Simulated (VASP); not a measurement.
A run of VASP 6.6.1:

The input INCAR:

```
ALGO = Normal
EDIFF = 1E-6
ENCUT = 520
GGA = PE
ISIF = 2
ISMEAR = 0
LASPH = True
LCHARG = False
LREAL = False
LWAVE = False
NBANDS = 16
NELM = 60
PREC = Accurate
SIGMA = 0.15
```

KPOINTS

```
k-points
0
Gamma
  14 14 14
```

The input POSCAR:

```
InSb
1.0
    0.0000000000      3.0812254711      2.8997412909
    3.0812254711      0.0000000000      2.8997412909
    3.0812254711      3.0812254711      0.0000000000
In Sb
1 1
Direct
    0.0000000000      0.0000000000      0.0000000000
    0.5000000000      0.5000000000      0.5000000000
```

Potentials or basis: VASP PAW PBE potentials, release 64 (In_d, Sb).

Run with:

```bash
$ cat potpaw_PBE.64/In_d/POTCAR potpaw_PBE.64/Sb/POTCAR > POTCAR
$ mpirun -np 1 vasp_std > vasp.out
```

Hardware: 1 thread of Intel(R) Xeon(R) Platinum 8259CL CPU @ 2.50GHz (Skylake/Cascade Lake), with other jobs on the host.

Q: Estimate the wall time of this run.

A: Wall time 2.2 min on 1 thread of Intel(R) Xeon(R) Platinum 8259CL CPU @ 2.50GHz (Skylake/Cascade Lake), with other jobs on the host, peak memory 0.35 GiB. Counts: scf iterations 12, k points 244.
